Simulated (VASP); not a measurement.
Write the native input for VASP 6.6.1 that does the following.

```yaml
Task: single point
Functional: HSE06
Potentials_or_basis: VASP PAW PBE potentials, release 64 (O, Zn, Mg)
Cutoff: 520 eV
k_mesh: 1 × 1 × 1
Occupations: fermi-dirac, width 0.05 eV
Spin: no spin polarisation
Dipole_correction: no
Grid_for_exact_exchange_PRECFOCK: Fast
Further_INCAR_settings: LREAL = Auto; ALGO = Normal; EDIFF = 1e-06; NBANDS = 236
Screening_parameter: 0.2079 1/Å
```

The system is Mg9Zn7O16.

```
CELL_PARAMETERS angstrom
8.47507 0.00000 0.00000
0.00000 8.47507 0.00000
0.00000 0.00000 8.47507
ATOMIC_POSITIONS crystal
O 0.24987 0.99720 0.99826
O 0.25289 0.99974 0.50306
O 0.25039 0.50235 0.00151
O 0.25010 0.50037 0.49726
O 0.74980 0.99757 0.99825
O 0.74770 0.99962 0.50289
O 0.75038 0.50284 0.00007
O 0.75014 0.50069 0.50025
O 0.00028 0.24961 0.00039
O 0.00048 0.25246 0.50032
O 0.00028 0.74984 0.00020
O 0.00022 0.74803 0.49974
O 0.49990 0.25017 0.99940
O 0.50011 0.25034 0.50308
O 0.50013 0.75042 0.00211
O 0.49983 0.75041 0.49711
O 0.00021 0.00138 0.25065
O 0.00001 0.00274 0.75054
O 0.00023 0.49681 0.25211
O 0.99764 0.49695 0.74788
O 0.50030 0.99907 0.25204
O 0.50017 0.00298 0.74814
O 0.50055 0.50226 0.25263
O 0.50208 0.49765 0.74812
O 0.24794 0.25177 0.25206
O 0.24967 0.24722 0.74810
O 0.25241 0.74746 0.24950
O 0.24997 0.75219 0.75028
O 0.75307 0.25216 0.25228
O 0.75017 0.24987 0.74821
O 0.74773 0.74742 0.24940
O 0.75026 0.75031 0.75045
Zn 0.00015 0.99954 0.00030
Zn 0.00025 0.00091 0.50084
Zn 0.00019 0.49983 0.00030
Zn 0.49996 0.99995 0.00004
Zn 0.50025 0.50083 0.00041
Zn 0.25024 0.24970 0.00026
Zn 0.75003 0.24991 0.00003
Zn 0.25031 0.99943 0.25032
Zn 0.25009 0.49969 0.74931
Zn 0.75008 0.99973 0.25039
Zn 0.00032 0.74905 0.25011
Zn 0.99987 0.74980 0.74999
Zn 0.50027 0.25061 0.25110
Zn 0.50031 0.75064 0.74938
Mg 0.00030 0.50013 0.50016
Mg 0.50012 0.00041 0.49991
Mg 0.50003 0.50045 0.50040
Mg 0.25010 0.24958 0.49992
Mg 0.24974 0.74977 0.99948
Mg 0.24952 0.75044 0.50003
Mg 0.75030 0.24973 0.49998
Mg 0.75055 0.75056 0.00036
Mg 0.75080 0.75064 0.49970
Mg 0.24981 0.99970 0.75103
Mg 0.25029 0.49942 0.24889
Mg 0.75030 0.00003 0.75105
Mg 0.75023 0.49955 0.24917
Mg 0.75009 0.50033 0.75103
Mg 0.00028 0.24860 0.24909
Mg 0.00047 0.25013 0.75140
Mg 0.49968 0.25040 0.75183
Mg 0.50009 0.75077 0.24932
```

The input as run:

POSCAR

```
Mg9Zn7O16
1.0
    8.4750730000      0.0000000000      0.0000000000
    0.0000000000      8.4750730000      0.0000000000
    0.0000000000      0.0000000000      8.4750730000
O Zn Mg
32 14 18
Direct
    0.2498690000      0.9971950000      0.9982600000
    0.2528930000      0.9997370000      0.5030620000
    0.2503880000      0.5023450000      0.0015120000
    0.2500980000      0.5003740000      0.4972590000
    0.7498040000      0.9975700000      0.9982470000
    0.7476980000      0.9996200000      0.5028920000
    0.7503750000      0.5028370000      0.0000660000
    0.7501430000      0.5006890000      0.5002540000
    0.0002850000      0.2496100000      0.0003890000
    0.0004840000      0.2524620000      0.5003170000
    0.0002820000      0.7498370000      0.0002020000
    0.0002240000      0.7480290000      0.4997440000
    0.4998990000      0.2501710000      0.9994010000
    0.5001130000      0.2503410000      0.5030830000
    0.5001250000      0.7504170000      0.0021110000
    0.4998250000      0.7504100000      0.4971110000
    0.0002080000      0.0013810000      0.2506470000
    0.0000120000      0.0027420000      0.7505440000
    0.0002340000      0.4968130000      0.2521130000
    0.9976360000      0.4969550000      0.7478810000
    0.5002990000      0.9990720000      0.2520430000
    0.5001720000      0.0029830000      0.7481390000
    0.5005460000      0.5022560000      0.2526300000
    0.5020810000      0.4976480000      0.7481190000
    0.2479420000      0.2517650000      0.2520570000
    0.2496690000      0.2472180000      0.7481020000
    0.2524090000      0.7474590000      0.2494970000
    0.2499710000      0.7521930000      0.7502810000
    0.7530720000      0.2521600000      0.2522830000
    0.7501670000      0.2498680000      0.7482140000
    0.7477290000      0.7474160000      0.2493950000
    0.7502650000      0.7503130000      0.7504450000
    0.0001520000      0.9995430000      0.0003000000
    0.0002470000      0.0009090000      0.5008400000
    0.0001880000      0.4998350000      0.0003050000
    0.4999580000      0.9999500000      0.0000390000
    0.5002540000      0.5008290000      0.0004120000
    0.2502440000      0.2496990000      0.0002620000
    0.7500310000      0.2499130000      0.0000290000
    0.2503120000      0.9994290000      0.2503190000
    0.2500860000      0.4996900000      0.7493120000
    0.7500830000      0.9997300000      0.2503890000
    0.0003220000      0.7490530000      0.2501140000
    0.9998670000      0.7498000000      0.7499950000
    0.5002720000      0.2506080000      0.2510990000
    0.5003100000      0.7506430000      0.7493830000
    0.0003000000      0.5001270000      0.5001640000
    0.5001160000      0.0004070000      0.4999120000
    0.5000260000      0.5004520000      0.5003950000
    0.2500990000      0.2495830000      0.4999240000
    0.2497380000      0.7497660000      0.9994820000
    0.2495240000      0.7504390000      0.5000260000
    0.7502990000      0.2497280000      0.4999820000
    0.7505510000      0.7505610000      0.0003590000
    0.7508040000      0.7506410000      0.4997040000
    0.2498120000      0.9997010000      0.7510280000
    0.2502900000      0.4994180000      0.2488860000
    0.7502960000      0.0000310000      0.7510520000
    0.7502350000      0.4995490000      0.2491740000
    0.7500860000      0.5003300000      0.7510300000
    0.0002750000      0.2485960000      0.2490920000
    0.0004700000      0.2501260000      0.7514040000
    0.4996830000      0.2503960000      0.7518290000
    0.5000920000      0.7507660000      0.2493250000
```

INCAR.step1

```
SYSTEM = Mg9Zn7O16
  ALGO = Normal
  EDIFF = 1E-5
  ENCUT = 520
  GGA = PE
  ISIF = 2
  ISMEAR = -1
  LASPH = .True.
  LCHARG = .False.
  LREAL = Auto
  LUSENCCL = .False.
  LWAVE = .True.
  NBANDS = 236
  NELM = 60
  PREC = Accurate
  SIGMA = 0.05
```

INCAR.step2

```
SYSTEM = Mg9Zn7O16
  ALGO = Normal
  EDIFF = 1E-6
  ENCUT = 520
  GGA = PE
  HFSCREEN = 0.2079
  ISIF = 2
  ISMEAR = -1
  ISTART = 1
  LASPH = .True.
  LCHARG = .False.
  LHFCALC = .True.
  LREAL = Auto
  LUSENCCL = .False.
  LWAVE = .False.
  NBANDS = 236
  NELM = 60
  PREC = Accurate
  PRECFOCK = Fast
  SIGMA = 0.05
```

KPOINTS

```
k-points
0
Gamma
  1 1 1
  0 0 0
```

Potentials or basis: VASP PAW PBE potentials, release 64 (O, Zn, Mg).

Command:

```sh
$ cat potpaw_PBE.64/O/POTCAR potpaw_PBE.64/Zn/POTCAR potpaw_PBE.64/Mg/POTCAR > POTCAR
$ cp INCAR.step1 INCAR
$ mpirun -np 1 vasp_gam > vasp.out
$ cp INCAR.step2 INCAR
$ mpirun -np 1 vasp_gam > vasp.out
```

It gave:

```yaml
Pressure: 0.0 GPa
Largest_force: 0.160 eV/Å
Band_gap_on_the_k_mesh: 4.03 eV
```

Caveat: the k points lie up to 0.74 Å⁻¹ apart; the PAW data sets were made with another functional, which shifts forces and pressure a little.

Run time: 10 min on 1 × NVIDIA H100 80GB with 1 thread of AMD EPYC 7R13 Processor (Zen 3), with other jobs on the host, peak memory 1.5 GiB.
